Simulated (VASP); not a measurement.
# BeCl (P4/nmm) in VASP: a series of runs

The runs below take BeCl through single point, relaxation of cell and atoms, with PBEsol.

Program: VASP 6.6.1. These are calculated values, not measurements. Logs are shortened: lines on timing, memory, paths and dates and some standing lists are left out, and cuts for length are marked.

## (1) The cell of the first run

Symmetry: P4/nmm, No. 129, tetragonal system. Conventional cell: a = 2.893 Å, b = 2.893 Å, c = 7.718 Å, α = 90.00°, β = 90.00°, γ = 90.00°. Within 3.3 Å of Be (site symmetry 4mm) lie 5 Cl at 2.39 to 3.23 Å and 8 Be at 2.85 to 2.89 Å. Within 3.3 Å of Cl (site symmetry 4mm) lie 5 Be at 2.39 to 3.23 Å and 4 Cl at 2.89 Å.

## (2) Single point, PBEsol

Input file INCAR:

```
SYSTEM = BeCl
ALGO = Normal ; EDIFF = 1E-6
ENCUT = 520 ; GGA = PS
ISIF = 2 ; ISMEAR = 0
LASPH = .True. ; LCHARG = .False.
LREAL = .False. ; LWAVE = .False.
NBANDS = 17 ; NELM = 100
PREC = Accurate ; SIGMA = 0.1
```

Input file KPOINTS:

```
k-points
0
Gamma
  14 14 6
  0 0 0
```

Input file POSCAR:

```
BeCl
1.0
    2.8928534434      0.0000000000      0.0000000000
    0.0000000000      2.8928534434      0.0000000000
    0.0000000000      0.0000000000      7.7179342485
Be Cl
2 2
Direct
    0.0000000000      0.5000000000      0.1287032718
    0.5000000000      0.0000000000      0.8712967282
    0.0000000000      0.5000000000      0.7107224312
    0.5000000000      0.0000000000      0.2892775688
```

Potentials or basis: VASP PAW PBE potentials, release 64 (Be, Cl).

The run is started by

```sh
cat potpaw_PBE.64/Be/POTCAR potpaw_PBE.64/Cl/POTCAR > POTCAR
mpirun -np 1 vasp_std > vasp.out
```

OUTCAR:

```text
SYSTEM = BeCl
   EDIFF = 1E-6
   ENCUT = 520
   GGA = PS
   ISIF = 2
   ISMEAR = 0
   LASPH = .True.
   LREAL = .False.
   NELM = 100
   PREC = Accurate

 ion  position               nearest neighbor table
   1  0.000  0.500  0.129-   4 2.39   4 2.39   4 2.39   4 2.39
   2  0.500  0.000  0.871-   3 2.39   3 2.39   3 2.39   3 2.39
   3  0.000  0.500  0.711-   2 2.39   2 2.39   2 2.39   2 2.39
   4  0.500  0.000  0.289-   1 2.39   1 2.39   1 2.39   1 2.39

  LATTYP: Found a simple tetragonal cell.
 ALAT       =     2.8928534434
 C/A-ratio  =     2.6679313002

  Lattice vectors:

 A1 = (   2.8928534434,   0.0000000000,   0.0000000000)
 A2 = (   0.0000000000,   2.8928534434,   0.0000000000)
 A3 = (   0.0000000000,   0.0000000000,   7.7179342485)

Analysis of symmetry for initial positions (statically):
=====================================================================
 Subroutine PRICEL returns:
 Original cell was already a primitive cell.

 Routine SETGRP: Setting up the symmetry group for a
 simple tetragonal supercell.

 Subroutine GETGRP returns: Found 16 space group operations
 (whereof  8 operations were pure point group operations)
 out of a pool of 16 trial point group operations.

The static configuration has the point symmetry D_2d.
 The point group associated with its full space group is D_4h.

Analysis of symmetry for dynamics (positions and initial velocities):
=====================================================================
 Subroutine PRICEL returns:
 Original cell was already a primitive cell.

 Routine SETGRP: Setting up the symmetry group for a
 simple tetragonal supercell.

 Subroutine GETGRP returns: Found 16 space group operations
 (whereof  8 operations were pure point group operations)
 out of a pool of 16 trial point group operations.

The dynamic configuration has the point symmetry D_2d.
 The point group associated with its full space group is D_4h.

 Subroutine INISYM returns: Found 16 space group operations
 (whereof  8 operations are pure point group operations),
 and found     1 'primitive' translations

----------------------------------------------------------------------------------------

                                     Primitive cell

  volume of cell :      64.5883

  direct lattice vectors                    reciprocal lattice vectors
     2.892853443  0.000000000  0.000000000     0.345679454  0.000000000  0.000000000
     0.000000000  2.892853443  0.000000000     0.000000000  0.345679454  0.000000000
     0.000000000  0.000000000  7.717934248     0.000000000  0.000000000  0.129568349

  length of vectors
     2.892853443  2.892853443  7.717934248     0.345679454  0.345679454  0.129568349

  position of ions in fractional coordinates (direct lattice)
     0.000000000  0.500000000  0.128703272
     0.500000000  0.000000000  0.871296728
     0.000000000  0.500000000  0.710722431
     0.500000000  0.000000000  0.289277569

  ion indices of the primitive-cell ions
   primitive index   ion index
                 1           1
                 2           2
                 3           3
                 4           4

----------------------------------------------------------------------------------------

 KPOINTS: k-points

Automatic generation of k-mesh.
 Grid dimensions read from file:
 generate k-points for:   14   14    6

 Generating k-lattice:

  Cartesian coordinates                     Fractional coordinates (reciprocal lattice)
     0.024691390  0.000000000  0.000000000     0.071428571  0.000000000  0.000000000
     0.000000000  0.024691390  0.000000000     0.000000000  0.071428571  0.000000000
     0.000000000  0.000000000  0.021594725     0.000000000  0.000000000  0.166666667

  Length of vectors
     0.024691390  0.024691390  0.021594725

  Shift w.r.t. Gamma in fractional coordinates (k-lattice)
     0.000000000  0.000000000  0.000000000

 Subroutine IBZKPT returns following result:
 ===========================================

 Found    144 irreducible k-points:

 Following reciprocal coordinates:
            Coordinates               Weight
  0.000000  0.000000  0.000000      1.000000
  0.071429  0.000000  0.000000      4.000000
  0.142857  0.000000  0.000000      4.000000
  0.214286  0.000000  0.000000      4.000000
  0.285714  0.000000  0.000000      4.000000
  0.357143  0.000000  0.000000      4.000000
[... 16 lines left out ...]
  0.285714  0.214286  0.000000      8.000000
  0.357143  0.214286  0.000000      8.000000
 [... further k-points ...]
   k-points           NKPTS =    144   k-points in BZ     NKDIM =    144   number of bands    NBANDS=     17
   number of dos      NEDOS =    301   number of ions     NIONS =      4
   total plane-waves  NPLWV =  34560
   dimension x,y,z NGX =    24 NGY =   24 NGZ =   60
   dimension x,y,z NGXF=    48 NGYF=   48 NGZF=  120
   ions per type =               2   2
   NGX,Y,Z   is equivalent  to a cutoff of  13.79, 13.79, 12.92 a.u.
[... 36 lines left out ...]
   GGA     = PS    functional components
   LHFCALC =     F    Hartree Fock is set to
   AEXX    =    0.0000 exact exchange contribution
   IVDW    =     0    specifies the selected vdW correction
   LEPSILON=     F    determine dielectric tensor
   LRPA    =     F    only Hartree local field effects (RPA)
 non-spin polarized calculation
 Gauss-broadening in eV      SIGMA  =   0.10
  energy-cutoff  :      520.00
  volume of cell :       64.59
 maximum number of plane-waves:      1764
 NGX is ok and might be reduce to    24
   NGX = 11   NGY = 11   NGZ = 29

 number of electron      18.0000001 magnetization

 Free energy of the ion-electron system (eV)
  ---------------------------------------------------
  ext. energy  EPLUGINS =         0.00000000
  ---------------------------------------------------
  free energy    TOTEN  =       -11.86478789 eV

  energy without entropy =      -11.85949649  energy(sigma->0) =      -11.86214219

 E-fermi :   4.9119     XC(G=0):  -9.4680

 val. band max:        4.9073614644   @ k =   0.4286   0.3571   0.3333
 cond. band min:       4.9282507658   @ k =   0.4286   0.0000   0.1667
 fundamental gap:      0.0208893014
 Fermi energy:         4.9118548678

 k-point     1 :       0.0000    0.0000    0.0000
  band No.  band energies     occupation
      1     -13.1493      2.00000
      2     -12.9595      2.00000
      3      -3.1117      2.00000
      4      -0.8465      2.00000
      5       1.8651      2.00000
      6       1.8651      2.00000
[... 9 lines left out ...]
     16      11.8282      0.00000
     17      12.5112      0.00000

 k-point     2 :       0.0714    0.0000    0.0000
  band No.  band energies     occupation
      1     -13.0984      2.00000
      2     -12.9109      2.00000
      3      -3.0497      2.00000
      4      -0.8199      2.00000
      5       1.4510      2.00000
      6       1.5532      2.00000
[... 9 lines left out ...]
     16      11.9508      0.00000
     17      12.3657      0.00000

 k-point     3 :       0.1429    0.0000    0.0000
  band No.  band energies     occupation
      1     -12.9503      2.00000
      2     -12.7699      2.00000
      3      -2.8676      2.00000
      4      -0.7679      2.00000
      5       0.5036      2.00000
      6       0.5638      2.00000
[... 9 lines left out ...]
     16      12.7010      0.00000
     17      12.7459      0.00000

 k-point     4 :       0.2143    0.0000    0.0000
  band No.  band energies     occupation
      1     -12.7197      2.00000
      2     -12.5529      2.00000
      3      -2.5807      2.00000
      4      -1.0036      2.00000
      5      -0.5900      2.00000
      6      -0.2892      2.00000
[... 9 lines left out ...]
     16      13.1226      0.00000
     17      13.1401      0.00000
[... 343 lines left out ...]
      1     -12.2963      2.00000
      2     -12.1501      2.00000
      3      -2.0851      2.00000
      4      -0.8363      2.00000
      5      -0.3144      2.00000
      6      -0.2522      2.00000
[... 9 lines left out ...]
     16      11.7959      0.00000
     17      12.4684      0.00000

 k-point    23 :       0.2857    0.2143    0.0000
  band No.  band energies     occupation
      1     -12.0167      2.00000
      2     -11.8905      2.00000
      3      -1.8667      2.00000
      4      -1.5301      2.00000
      5      -1.0974      2.00000
      6      -0.3576      2.00000
[... 9 lines left out ...]
     16      11.7320      0.00000
     17      12.5713      0.00000

 k-point    24 :       0.3571    0.2143    0.0000
  band No.  band energies     occupation
      1     -11.7306      2.00000
      2     -11.6349      2.00000
      3      -2.3649      2.00000
      4      -2.3381      2.00000
      5      -1.0852      2.00000
      6      -0.2374      2.00000
[... 9 lines left out ...]
     16      11.4643      0.00000
     17      13.0658      0.00000

 [... further k-points ...]

------------------------ aborting loop because EDIFF is reached ----------------------------------------

  FORCE on cell =-STRESS in cart. coord.  units (eV):
  Direction    XX          YY          ZZ          XY          YZ          ZX
  --------------------------------------------------------------------------------------
  -------------------------------------------------------------------------------------
  Total       -0.0005315     -0.0005315      0.0234368      0.0000000     -0.0000000      0.0000000
  in kB       -0.0131845     -0.0131845      0.5813738      0.0000000     -0.0000000      0.0000000
  external PRESSURE =       0.1850016 kB  Pullay stress =       0.0000000 kB

 VOLUME and BASIS-vectors are now :
 -----------------------------------------------------------------------------
  energy-cutoff  :      520.00
  volume of cell :       64.59
      direct lattice vectors                 reciprocal lattice vectors
     2.892853443  0.000000000  0.000000000     0.345679454  0.000000000  0.000000000
     0.000000000  2.892853443  0.000000000     0.000000000  0.345679454  0.000000000
     0.000000000  0.000000000  7.717934248     0.000000000  0.000000000  0.129568349

 POSITION                                       TOTAL-FORCE (eV/Angst)
 -----------------------------------------------------------------------------------
      0.00000      1.44643      0.99332        -0.000000     -0.000000     -0.009558
      1.44643      0.00000      6.72461        -0.000000     -0.000000      0.009558
      0.00000      1.44643      5.48531        -0.000000      0.000000     -0.015185
      1.44643      0.00000      2.23263         0.000000     -0.000000      0.015185
 -----------------------------------------------------------------------------------
    total drift:                                0.000000      0.000000     -0.000000

  FREE ENERGIE OF THE ION-ELECTRON SYSTEM (eV)
  ---------------------------------------------------
  free  energy   TOTEN  =       -11.8647878900 eV

  energy  without entropy=      -11.8594964939  energy(sigma->0) =      -11.86214219
```

It took 1.8 min on 1 thread of Intel Xeon Platinum 8488C (Sapphire Rapids), shared host; peak memory 0.26 GiB.

Results:

| Item | Value |
| --- | --- |
| Free energy | -11.8648 eV |
| Pressure | 0.0 GPa |
| Largest force | 0.015 eV/Å |
| Band gap on the k mesh | zero (bands 9 and 10 overlap by 1.26 eV) |

Forces in eV/Å, atoms in the order of the input:
```
Be   0.000  0.000 -0.010
Be   0.000  0.000  0.010
Cl   0.000  0.000 -0.015
Cl   0.000  0.000  0.015
```

Levels at points of the mesh, in eV from the Fermi level:
```csv
k point,band 5,band 6,band 7,band 8,band 9,band 10,band 11,band 12,band 13,band 14
"(0.00, 0.00, 0.00)",-3.05,-3.05,-2.95,-2.90,-2.90,3.10,3.14,6.21,6.21,6.31
"(0.50, 0.00, 0.00)",-5.62,-5.62,-2.03,-2.03,-0.47,-0.47,3.52,3.52,6.63,6.63
"(0.50, 0.50, 0.00)",-6.92,-6.92,-3.92,-3.92,0.11,0.11,0.59,0.59,3.64,3.64
"(0.00, 0.00, 0.50)",-2.98,-2.98,-2.97,-2.97,-2.10,2.47,3.30,5.86,6.30,6.30
"(0.50, 0.00, 0.50)",-5.51,-5.51,-2.03,-2.03,-0.85,-0.85,4.43,4.43,6.32,6.32
"(0.50, 0.50, 0.50)",-7.06,-7.06,-3.92,-3.92,0.17,0.17,0.84,0.84,3.45,3.45
```

Caveat: the PAW data sets were made with another functional, which shifts forces and pressure a little; this functional lacks dispersion, which binds the layers, so the pressure and a relaxed spacing across them are unreliable.

## (3) Relaxation of cell and atoms, PBEsol

Input file INCAR:

```
SYSTEM = BeCl
  PREC = Accurate
  ENCUT = 600
  EDIFF = 1E-6
  ISMEAR = 0
  SIGMA = 0.1
  LREAL = .False.
  LASPH = .True.
  NELM = 100
  ALGO = Normal
  ISIF = 3
  LWAVE = .False.
  LCHARG = .False.
  GGA = PS
  IBRION = 2
  NSW = 100
  EDIFFG = -0.005
```

Input file KPOINTS:

```
regular mesh
0
Gamma
  14 14 6
  0 0 0
```

Input file POSCAR:

```
BeCl
1.0
    2.8935360616      0.0000000000      0.0000000000
    0.0000000000      2.8935360616      0.0000000000
    0.0000000000      0.0000000000      7.7255654625
Be Cl
2 2
Direct
    0.0000000000      0.5000000000      0.1290296108
    0.5000000000      0.0000000000      0.8709703892
    0.0000000000      0.5000000000      0.7106882042
    0.5000000000      0.0000000000      0.2893117958
```

Potentials or basis: VASP PAW PBE potentials, release 64 (Be, Cl).

The run is started by

```sh
cat potpaw_PBE.64/Be/POTCAR potpaw_PBE.64/Cl/POTCAR > POTCAR
mpirun -np 1 vasp_std > vasp.out
```

It took 3.2 min on 1 thread of Intel Xeon Platinum 8488C (Sapphire Rapids), shared host; peak memory 0.27 GiB.

Results (log left out):

```
Free energy                           : -11.8654 eV
Relaxed volume                        : 16.16 Å³/atom
Relaxed cell                          : a = 2.893 Å, b = 2.893 Å, c = 7.721 Å, α = 90.00°, β = 90.00°, γ = 90.00°
Space group after relaxing (to 0.1 Å) : P4/nmm (No. 129)
Energy gained by relaxing             : 0.0 meV/atom
Ionic steps                           : 4
Pressure after relaxing               : 0.0 GPa
Band gap on the k mesh                : zero (bands 9 and 10 overlap by 1.26 eV)
```

Final structure:
```
Be Cl
1.0
     2.89319    0.00000    0.00000
     0.00000    2.89319    0.00000
     0.00000    0.00000    7.72097
Be Cl
2 2
Cartesian
  0.0000 1.4466 0.9930
  1.4466 0.0000 6.7279
  2.8932 1.4466 5.4860
  1.4466 0.0000 2.2350
```

Levels at points of the mesh, in eV from the Fermi level:
```tsv
k point	band 5	band 6	band 7	band 8	band 9	band 10	band 11	band 12	band 13
(0.00, 0.00, 0.00)	-3.03	-3.03	-2.95	-2.88	-2.88	3.11	3.16	6.21	6.21
(0.50, 0.00, 0.00)	-5.61	-5.61	-2.02	-2.02	-0.47	-0.47	3.52	3.52	6.65
(0.50, 0.50, 0.00)	-6.90	-6.90	-3.90	-3.90	0.13	0.13	0.59	0.59	3.64
(0.00, 0.00, 0.50)	-2.96	-2.96	-2.95	-2.95	-2.10	2.47	3.31	5.87	6.31
(0.50, 0.00, 0.50)	-5.50	-5.50	-2.02	-2.02	-0.85	-0.85	4.43	4.43	6.32
(0.50, 0.50, 0.50)	-7.04	-7.04	-3.91	-3.91	0.19	0.19	0.84	0.84	3.45
```

Caveat: the PAW data sets were made with another functional, which shifts forces and pressure a little; this functional lacks dispersion, which binds the layers, so the pressure and a relaxed spacing across them are unreliable.

## (4) Single point, PBEsol

Input file INCAR:

```
PREC = Accurate
ENCUT = 520
EDIFF = 1E-6
ISMEAR = -1
SIGMA = 0.15
LREAL = F
LASPH = T
NELM = 100
ALGO = Normal
ISIF = 2
LWAVE = F
LCHARG = T
GGA = PS
LELF = T
LVHAR = T
NBANDS = 17
```

Input file KPOINTS:

```
regular mesh
0
Gamma
  14 14 6
```

Input file POSCAR:

```
BeCl
1.0
    2.8942110406      0.0000000000      0.0000000000
    0.0000000000      2.8942110406      0.0000000000
    0.0000000000      0.0000000000      7.7155669826
Be Cl
2 2
Direct
    0.0000000000      0.5000000000      0.1291432913
    0.5000000000      0.0000000000      0.8708567087
    0.0000000000      0.5000000000      0.7112254809
    0.5000000000      0.0000000000      0.2887745191
```

The run is started by

```sh
cat potpaw_PBE.64/Be/POTCAR potpaw_PBE.64/Cl/POTCAR > POTCAR
mpirun -np 1 vasp_std > vasp.out
```

Run time: 2.1 min. Hardware: 1 thread of Intel Xeon Platinum 8488C (Sapphire Rapids), shared host; peak memory 0.26 GiB.

The run converged. Its results:

* Free energy: -11.8979 eV
* Pressure: 0.0 GPa
* Largest force: 0.014 eV/Å
* Band gap on the k mesh: zero (bands 9 and 10 overlap by 1.26 eV)

Forces on the atoms (eV/Å):
```
Be   0.000  0.000 -0.012
Be   0.000  0.000  0.012
Cl   0.000  0.000 -0.014
Cl   0.000  0.000  0.014
```

Levels at points of the mesh, in eV from the Fermi level:
| k point | band 5 | band 6 | band 7 | band 8 | band 9 | band 10 | band 11 | band 12 | band 13 | band 14 |
| --- | --- | --- | --- | --- | --- | --- | --- | --- | --- | --- |
| (0.00, 0.00, 0.00) | -3.06 | -3.06 | -2.92 | -2.91 | -2.91 | 3.11 | 3.15 | 6.23 | 6.23 | 6.30 |
| (0.50, 0.00, 0.00) | -5.61 | -5.61 | -2.04 | -2.04 | -0.44 | -0.44 | 3.56 | 3.56 | 6.61 | 6.61 |
| (0.50, 0.50, 0.00) | -6.92 | -6.92 | -3.92 | -3.92 | 0.11 | 0.11 | 0.63 | 0.63 | 3.65 | 3.65 |
| (0.00, 0.00, 0.50) | -2.99 | -2.99 | -2.98 | -2.98 | -2.07 | 2.48 | 3.29 | 5.85 | 6.33 | 6.33 |
| (0.50, 0.00, 0.50) | -5.50 | -5.50 | -2.04 | -2.04 | -0.82 | -0.82 | 4.48 | 4.48 | 6.33 | 6.33 |
| (0.50, 0.50, 0.50) | -7.06 | -7.06 | -3.92 | -3.92 | 0.18 | 0.18 | 0.88 | 0.88 | 3.47 | 3.47 |

Caveat: the PAW data sets were made with another functional, which shifts forces and pressure a little; this functional lacks dispersion, which binds the layers, so the pressure and a relaxed spacing across them are unreliable.

## (5) Single point, PBEsol

Input file INCAR:

```
PREC = Accurate ; ENCUT = 520
EDIFF = 1E-6 ; ISMEAR = -1
SIGMA = 0.15 ; LREAL = F
LASPH = T ; NELM = 100
ALGO = Normal ; ISIF = 2
LWAVE = F ; LCHARG = F
GGA = PS ; NBANDS = 17
```

Input file KPOINTS:

```
Automatic mesh
0
Gamma
  14 14 6
```

POSCAR is that of step 4.

The run is started by

```sh
cat potpaw_PBE.64/Be/POTCAR potpaw_PBE.64/Cl/POTCAR > POTCAR
mpirun -np 1 vasp_std > vasp.out
```

It took 1.9 min on 1 thread of Intel Xeon Platinum 8488C (Sapphire Rapids), shared host; peak memory 0.26 GiB.

It converged, with:

```yaml
Free_energy: -11.8979 eV
Pressure: 0.0 GPa
Largest_force: 0.014 eV/Å
Band_gap_on_the_k_mesh: zero (bands 9 and 10 overlap by 1.26 eV)
```

Forces in eV/Å, atoms in the order of the input:
```
Be   0.000  0.000 -0.012
Be   0.000  0.000  0.012
Cl   0.000  0.000 -0.014
Cl   0.000  0.000  0.014
```

Levels at points of the mesh, in eV from the Fermi level:
| k point | band 6 | band 7 | band 8 | band 9 | band 10 | band 11 | band 12 | band 13 |
| --- | --- | --- | --- | --- | --- | --- | --- | --- |
| (0.00, 0.00, 0.00) | -3.06 | -2.92 | -2.91 | -2.91 | 3.11 | 3.15 | 6.23 | 6.23 |
| (0.50, 0.00, 0.00) | -5.61 | -2.04 | -2.04 | -0.44 | -0.44 | 3.56 | 3.56 | 6.61 |
| (0.50, 0.50, 0.00) | -6.92 | -3.92 | -3.92 | 0.11 | 0.11 | 0.63 | 0.63 | 3.65 |
| (0.00, 0.00, 0.50) | -2.99 | -2.98 | -2.98 | -2.07 | 2.48 | 3.29 | 5.85 | 6.33 |
| (0.50, 0.00, 0.50) | -5.50 | -2.04 | -2.04 | -0.82 | -0.82 | 4.48 | 4.48 | 6.33 |
| (0.50, 0.50, 0.50) | -7.06 | -3.92 | -3.92 | 0.18 | 0.18 | 0.88 | 0.88 | 3.47 |

Caveat: the PAW data sets were made with another functional, which shifts forces and pressure a little; this functional lacks dispersion, which binds the layers, so the pressure and a relaxed spacing across them are unreliable.

## (6) The runs side by side

```tsv
task	cell	cutoff (eV)	smearing	gap on the mesh (eV)	pressure (GPa)	largest force (eV/Å)
single point	a = 2.893, b = 2.893, c = 7.718 Å, 4 atoms	520	gaussian 0.1 eV	none	0.0	0.02
relaxation of cell and atoms	relaxed from a = 2.894, b = 2.894, c = 7.726 Å, 4 atoms	600	gaussian 0.1 eV	none	0.0	-
single point	a = 2.894, b = 2.894, c = 7.716 Å, 4 atoms	520	fermi-dirac 0.15 eV	none	0.0	0.01
```

Alike in all rows: level PBEsol; potentials or basis VASP PAW PBE potentials, release 64 (Be, Cl); no spin polarisation; k mesh 14 × 14 × 6.

Caveats: the PAW data sets were made with another functional, which shifts forces and pressure a little; this functional lacks dispersion, which binds the layers, so the pressure and a relaxed spacing across them are unreliable.

Total energies depend on the potentials used, so only differences within one code and one set of settings carry meaning.
